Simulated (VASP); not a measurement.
# Na2AgSbF6 (I4/m) in VASP: single point with PBEsol

Aim: the single point of Na2AgSbF6 with PBEsol.

All numbers are computed with VASP 6.6.1; they aren't measurements. Logs are shortened: lines on timing, memory, paths and dates and some standing lists are left out, and cuts for length are marked.

## (1) The cell of the first run

The structure is tetragonal, space group I4/m (No. 87). Conventional cell: a = 6.187 Å, b = 6.187 Å, c = 8.707 Å, α = 90.00°, β = 90.00°, γ = 90.00°. Na (site symmetry -4) has 8 F at 2.56 to 3.09 Å within 3.4 Å. Within 2.9 Å of Ag (site symmetry 4/m) lie 6 F at 2.21 to 2.52 Å. Within 2.8 Å of Sb (site symmetry 4/m) lie 6 F at 2.15 to 2.18 Å. Within 2.9 Å of F (site symmetry m) lie 1 Sb at 2.18 Å and 1 Ag at 2.52 Å and 2 Na at 2.56 Å and 1 F at 2.68 Å. Within 2.8 Å of F (site symmetry 4) lie 1 Sb at 2.15 Å and 1 Ag at 2.21 Å.

## (2) Single point, PBEsol (mode 4 (-126.1 1/cm) frozen in at 0.15 Å, then relaxed in part)

Contents of INCAR:

```
  ALGO = Normal
  EDIFF = 1E-6
  ENCUT = 520
  GGA = PS
  ISIF = 2
  ISMEAR = 0
  LASPH = T
  LCHARG = T
  LELF = T
  LREAL = F
  LVHAR = T
  LWAVE = F
  NBANDS = 47
  NELM = 80
  PREC = Accurate
  SIGMA = 0.05
```

Contents of KPOINTS:

```
k-points
0
Gamma
  6 6 6
```

Contents of POSCAR:

```
Na2AgSbF6
1.0
    0.0000000000      4.3751272532      4.3536206019
    4.3751272532      0.0000000000      4.3536206019
    4.3751272532      4.3751272532      0.0000000000
Na Ag Sb F
2 1 1 6
Direct
    0.7500000000      0.7500000000      0.7500000000
    0.2500000000      0.2500000000      0.2500000000
    0.5000000000      0.5000000000      0.5000000000
    0.0000000000      0.0000000000      0.0000000000
    0.6723515255      0.3276484745      0.1317256862
    0.2465011975      0.2465011975      0.7534988025
    0.3276484745      0.6723515255      0.8682743138
    0.1317256862      0.8682743138      0.3276484745
    0.8682743138      0.1317256862      0.6723515255
    0.7534988025      0.7534988025      0.2465011975
```

Potentials or basis: VASP PAW PBE potentials, release 64 (Na_pv, Ag, Sb, F).

Started as:

```
> cat potpaw_PBE.64/Na_pv/POTCAR potpaw_PBE.64/Ag/POTCAR potpaw_PBE.64/Sb/POTCAR potpaw_PBE.64/F/POTCAR > POTCAR
> mpirun -np 1 vasp_std > vasp.out
```

OUTCAR:

```text
EDIFF = 1E-6
   ENCUT = 520
   GGA = PS
   ISIF = 2
   ISMEAR = 0
   LASPH = T
   LREAL = F
   NELM = 80
   PREC = Accurate

 ion  position               nearest neighbor table
   1  0.750  0.750  0.750-
   2  0.250  0.250  0.250-
   3  0.500  0.500  0.500-   6 2.21  10 2.21   7 2.52   8 2.52   9 2.52   5 2.52
   4  0.000  0.000  0.000-   6 2.15  10 2.15   7 2.18   8 2.18   9 2.18   5 2.18
   5  0.672  0.328  0.132-   4 2.18   3 2.52
   6  0.247  0.247  0.753-   4 2.15   3 2.21
   7  0.328  0.672  0.868-   4 2.18   3 2.52
   8  0.132  0.868  0.328-   4 2.18   3 2.52
   9  0.868  0.132  0.672-   4 2.18   3 2.52
  10  0.753  0.753  0.247-   4 2.15   3 2.21

  LATTYP: Found a body centered tetragonal cell.
 ALAT       =     6.1873642986
 C/A-ratio  =     1.4072617650

  Lattice vectors:

 A1 = (   0.0000000000,  -4.3751272532,  -4.3536206019)
 A2 = (   0.0000000000,   4.3751272532,  -4.3536206019)
 A3 = (   4.3751272532,   0.0000000000,   4.3536206019)

Analysis of symmetry for initial positions (statically):
=====================================================================
 Subroutine PRICEL returns:
 Original cell was already a primitive cell.

 Routine SETGRP: Setting up the symmetry group for a
 body centered tetragonal supercell.

 Subroutine GETGRP returns: Found  8 space group operations
 (whereof  8 operations were pure point group operations)
 out of a pool of 16 trial point group operations.

The static configuration has the point symmetry C_4h.

Analysis of symmetry for dynamics (positions and initial velocities):
=====================================================================
 Subroutine PRICEL returns:
 Original cell was already a primitive cell.

 Routine SETGRP: Setting up the symmetry group for a
 body centered tetragonal supercell.

 Subroutine GETGRP returns: Found  8 space group operations
 (whereof  8 operations were pure point group operations)
 out of a pool of 16 trial point group operations.

The dynamic configuration has the point symmetry C_4h.

 Subroutine INISYM returns: Found  8 space group operations
 (whereof  8 operations are pure point group operations),
 and found     1 'primitive' translations

----------------------------------------------------------------------------------------

                                     Primitive cell

  volume of cell :     166.6717

  direct lattice vectors                    reciprocal lattice vectors
     0.000000000  4.375127253  4.353620602    -0.114282390  0.114282390  0.114846939
     4.375127253  0.000000000  4.353620602     0.114282390 -0.114282390  0.114846939
     4.375127253  4.375127253  0.000000000     0.114282390  0.114282390 -0.114846939

  length of vectors
     6.172175534  6.172175534  6.187364299     0.198269385  0.198269385  0.198269385

  position of ions in fractional coordinates (direct lattice)
     0.750000000  0.750000000  0.750000000
     0.250000000  0.250000000  0.250000000
     0.500000000  0.500000000  0.500000000
     0.000000000  0.000000000  0.000000000
     0.672351525  0.327648475  0.131725686
     0.246501198  0.246501198  0.753498802
     0.327648475  0.672351525  0.868274314
     0.131725686  0.868274314  0.327648475
     0.868274314  0.131725686  0.672351525
     0.753498802  0.753498802  0.246501198

  ion indices of the primitive-cell ions
   primitive index   ion index
                 1           1
                 2           2
                 3           3
                 4           4
                 5           5
                 6           6
                 7           7
                 8           8
                 9           9
                10          10

----------------------------------------------------------------------------------------

 KPOINTS: k-points

Automatic generation of k-mesh.
 Grid dimensions read from file:
 generate k-points for:    6    6    6

 Generating k-lattice:

  Cartesian coordinates                     Fractional coordinates (reciprocal lattice)
    -0.019047065  0.019047065  0.019141157     0.166666667  0.000000000  0.000000000
     0.019047065 -0.019047065  0.019141157     0.000000000  0.166666667  0.000000000
     0.019047065  0.019047065 -0.019141157     0.000000000  0.000000000  0.166666667

  Length of vectors
     0.033044897  0.033044897  0.033044897

  Shift w.r.t. Gamma in fractional coordinates (k-lattice)
     0.000000000  0.000000000  0.000000000

 Subroutine IBZKPT returns following result:
 ===========================================

 Found     36 irreducible k-points:

 Following reciprocal coordinates:
            Coordinates               Weight
  0.000000  0.000000  0.000000      1.000000
  0.166667  0.000000  0.000000      8.000000
  0.333333  0.000000  0.000000      8.000000
  0.500000  0.000000  0.000000      4.000000
  0.166667  0.166667  0.000000      2.000000
  0.333333  0.166667  0.000000      8.000000
[... 16 lines left out ...]
 -0.333333  0.333333  0.166667      8.000000
 -0.166667 -0.333333  0.333333      8.000000
 [... further k-points ...]
   k-points           NKPTS =     36   k-points in BZ     NKDIM =     36   number of bands    NBANDS=     47
   number of dos      NEDOS =    301   number of ions     NIONS =     10
   total plane-waves  NPLWV = 110592
   dimension x,y,z NGX =    48 NGY =   48 NGZ =   48
   dimension x,y,z NGXF=    96 NGYF=   96 NGZF=   96
   ions per type =               2   1   1   6
   NGX,Y,Z   is equivalent  to a cutoff of  12.93, 12.93, 12.90 a.u.
   NGXF,Y,Z  is equivalent  to a cutoff of  25.86, 25.86, 25.79 a.u.
 SYSTEM =  unknown system
   PREC   = accura    normal or accurate (medium, high low for compatibility)
   ISTART =      0    job   : 0-new  1-cont  2-samecut
   ICHARG =      2    charge: 1-file 2-atom 10-const
   ISPIN  =      1    spin polarized calculation?
   LNONCOLLINEAR =      F non collinear calculations
   LSORBIT =      F    spin-orbit coupling
   LASPH  =      T    aspherical Exc in radial PAW
   ENCUT  =  520.0 eV  38.22 Ry    6.18 a.u.  11.48 11.48 11.50*2*pi/ulx,y,z
   NELM   =     80;   NELMIN=  2; NELMDL= -5     # of ELM steps
   EDIFF  = 0.1E-05   stopping-criterion for ELM
   LREAL  =      F    real-space projection
[... 7 lines left out ...]
   TEBEG  =    0.0;   TEEND  =   0.0 temperature during run
   PSTRESS=    0.0 pullay stress
   NELECT =      72.0000    total number of electrons
   NUPDOWN=      -1.0000    fix difference up-down
   EMIN   =  10.00;   EMAX   =-10.00  energy-range for DOS
   EFERMI =   0.00;   METHOD = LEGACY
   ISMEAR =     0;   SIGMA  =   0.05  broadening in eV -4-tet -1-fermi 0-gaus
   EFERMI_NEDOS =   21; number of points for ismear=-14 and -15
   IALGO  =     38    algorithm
   IMIX   =      4    mixing-type and parameters
     AMIX     =   0.40;   BMIX     =  1.00
     AMIX_MAG =   1.60;   BMIX_MAG =  1.00
  volume/ion in A,a.u.               =      16.67       112.48
  Fermi-wavevector in a.u.,A,eV,Ry     =   1.237556  2.338643 20.837947  1.531546
  Thomas-Fermi vector in A             =   2.372119
   LORBIT       =      0    0 simple, 1 ext, 2 COOP (PROOUT), +10 PAW based schemes
   GGA     = PS    functional components
   LHFCALC =     F    Hartree Fock is set to
   AEXX    =    0.0000 exact exchange contribution
   IVDW    =     0    specifies the selected vdW correction
   LEPSILON=     F    determine dielectric tensor
   LRPA    =     F    only Hartree local field effects (RPA)
 non-spin polarized calculation
 Gauss-broadening in eV      SIGMA  =   0.05
  energy-cutoff  :      520.00
  volume of cell :      166.67
 maximum number of plane-waves:      4533
 NGX is ok and might be reduce to    48
   NGX = 23   NGY = 23   NGZ = 23

 number of electron      72.0000009 magnetization

 Free energy of the ion-electron system (eV)
  ---------------------------------------------------
  ext. energy  EPLUGINS =         0.00000000
  ---------------------------------------------------
  free energy    TOTEN  =       -43.28689437 eV

  energy without entropy =      -43.28689437  energy(sigma->0) =      -43.28689437

 E-fermi :   2.4224     XC(G=0):  -8.7305

 val. band max:        2.2181848864   @ k =   0.5000   0.5000   0.0000
 cond. band min:       4.0565082167   @ k =   0.5000   0.0000   0.0000
 fundamental gap:      1.8383233303
 Fermi energy:         2.4223640431

 k-point     1 :       0.0000    0.0000    0.0000
  band No.  band energies     occupation
      1     -21.6715      2.00000
      2     -21.6715      2.00000
      3     -21.6608      2.00000
      4     -21.6608      2.00000
      5     -21.6519      2.00000
      6     -21.5752      2.00000
[... 39 lines left out ...]
     46       9.6985      0.00000
     47       9.9547      0.00000

 k-point     2 :       0.1667    0.0000    0.0000
  band No.  band energies     occupation
      1     -21.6820      2.00000
      2     -21.6727      2.00000
      3     -21.6629      2.00000
      4     -21.6608      2.00000
      5     -21.6493      2.00000
      6     -21.5965      2.00000
[... 39 lines left out ...]
     46       9.6656      0.00000
     47      10.4143      0.00000

 k-point     3 :       0.3333    0.0000    0.0000
  band No.  band energies     occupation
      1     -21.6959      2.00000
      2     -21.6780      2.00000
      3     -21.6650      2.00000
      4     -21.6614      2.00000
      5     -21.6413      2.00000
      6     -21.6126      2.00000
[... 1039 lines left out ...]
     46      10.7322      0.00000
     47      11.2344      0.00000

 k-point    24 :      -0.1667   -0.3333    0.3333
  band No.  band energies     occupation
      1     -21.7116      2.00000
      2     -21.6768      2.00000
      3     -21.6731      2.00000
      4     -21.6675      2.00000
      5     -21.6585      2.00000
      6     -21.5813      2.00000
[... 39 lines left out ...]
     46      10.5619      0.00000
     47      11.1426      0.00000

 [... further k-points ...]

------------------------ aborting loop because EDIFF is reached ----------------------------------------

  FORCE on cell =-STRESS in cart. coord.  units (eV):
  Direction    XX          YY          ZZ          XY          YZ          ZX
  --------------------------------------------------------------------------------------
  -------------------------------------------------------------------------------------
  Total       -0.5865202     -0.5865202     -0.5722207     -0.0000000      0.0000000      0.0000000
  in kB       -5.6380852     -5.6380852     -5.5006268     -0.0000001      0.0000000      0.0000000
  external PRESSURE =      -5.5922658 kB  Pullay stress =       0.0000000 kB

 VOLUME and BASIS-vectors are now :
 -----------------------------------------------------------------------------
  energy-cutoff  :      520.00
  volume of cell :      166.67
      direct lattice vectors                 reciprocal lattice vectors
     0.000000000  4.375127253  4.353620602    -0.114282390  0.114282390  0.114846939
     4.375127253  0.000000000  4.353620602     0.114282390 -0.114282390  0.114846939
     4.375127253  4.375127253  0.000000000     0.114282390  0.114282390 -0.114846939

 POSITION                                       TOTAL-FORCE (eV/Angst)
 -----------------------------------------------------------------------------------
      6.56269      6.56269      6.53043         0.000000      0.000000     -0.000000
      2.18756      2.18756      2.17681         0.000000      0.000000      0.000000
      4.37513      4.37513      4.35362        -0.000000      0.000000      0.000000
      0.00000      0.00000      0.00000        -0.000000      0.000000      0.000000
      2.00982      3.51794      4.35362        -0.047854      0.026803      0.000000
      4.37513      4.37513      2.14635         0.000000      0.000000     -0.057143
      6.74043      5.23231      4.35362         0.047854     -0.026803      0.000000
      5.23231      2.00982      4.35362        -0.026803     -0.047854      0.000000
      3.51794      6.74043      4.35362         0.026803      0.047854      0.000000
      4.37513      4.37513      6.56090         0.000000      0.000000      0.057143
 -----------------------------------------------------------------------------------
    total drift:                                0.000000      0.000000      0.000000

  FREE ENERGIE OF THE ION-ELECTRON SYSTEM (eV)
  ---------------------------------------------------
  free  energy   TOTEN  =       -43.2868943738 eV

  energy  without entropy=      -43.2868943738  energy(sigma->0) =      -43.28689437
```

It took 3.2 min on 1 thread of Intel Xeon Platinum 8559C (Emerald Rapids), shared host; peak memory 0.47 GiB.

What came out:

```
Free energy            : -43.2869 eV
Pressure               : -0.6 GPa
Largest force          : 0.057 eV/Å
Band gap on the k mesh : 1.84 eV, indirect (least direct gap 2.71 eV)
```

Forces in eV/Å, atoms in the order of the input:
```
Na   0.000  0.000  0.000
Na   0.000  0.000  0.000
Ag   0.000  0.000  0.000
Sb   0.000  0.000  0.000
F   -0.048  0.027  0.000
F    0.000  0.000 -0.057
F    0.048 -0.027  0.000
F   -0.027 -0.048  0.000
F    0.027  0.048  0.000
F    0.000  0.000  0.057
```

Caveat: the cell differs from its parent crystal (mode 4 (-126.1 1/cm) frozen in at 0.15 Å, then relaxed in part); the PAW data sets were made with another functional, which shifts forces and pressure a little; spin-orbit coupling is left out, which moves the levels of the heavy elements. A k mesh can miss the band edges.
